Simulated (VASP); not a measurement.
A run of VASP 6.6.1 is set up as follows.

The input INCAR:

```
  PREC = Accurate
  ENCUT = 600
  EDIFF = 1E-6
  ISMEAR = -1
  SIGMA = 0.15
  LREAL = F
  LASPH = T
  NELM = 60
  ALGO = Normal
  ISIF = 3
  LWAVE = F
  LCHARG = F
  GGA = PS
  IBRION = 2
  NSW = 80
  EDIFFG = -0.001
```

Contents of KPOINTS:

```
Automatic mesh
0
Gamma
  18 18 14
```

File POSCAR:

```
TaN
1.0
    2.9239890448      0.0000000000      0.0000000000
   -1.4619945224      2.5322487932      0.0000000000
    0.0000000000      0.0000000000      2.8707276426
Ta N
1 1
Direct
    0.3333333333      0.6666666667      0.5000000000
    0.0000000000      0.0000000000      0.0000000000
```

Potentials or basis: VASP PAW PBE potentials, release 64 (Ta_pv, N).

Run with:

```sh
$ cat potpaw_PBE.64/Ta_pv/POTCAR potpaw_PBE.64/N/POTCAR > POTCAR
$ mpirun -np 1 vasp_std > vasp.out
```

Question: Predict the relaxed cell.

Answer: a = 2.926 Å, b = 2.926 Å, c = 2.872 Å, α = 90.00°, β = 90.00°, γ = 120.00°.

Question: Predict the band gap on the k mesh.

Answer: Zero (bands 8 and 9 overlap by 0.34 eV).

Final structure:
```cif
data_structure
_symmetry_space_group_name_H-M 'P 1'
_symmetry_Int_Tables_number 1
_cell_length_a 2.9260
_cell_length_b 2.9260
_cell_length_c 2.8724
_cell_angle_alpha 90.000
_cell_angle_beta 90.000
_cell_angle_gamma 120.000
_cell_volume 21.30
loop_
_atom_site_label
_atom_site_type_symbol
_atom_site_fract_x
_atom_site_fract_y
_atom_site_fract_z
_atom_site_occupancy
Ta1 Ta 0.33333 0.66667 0.50000 1
N1 N 0.00000 0.00000 0.00000 1
```

Caveat: spin-orbit coupling is left out, which moves the levels of the heavy elements.
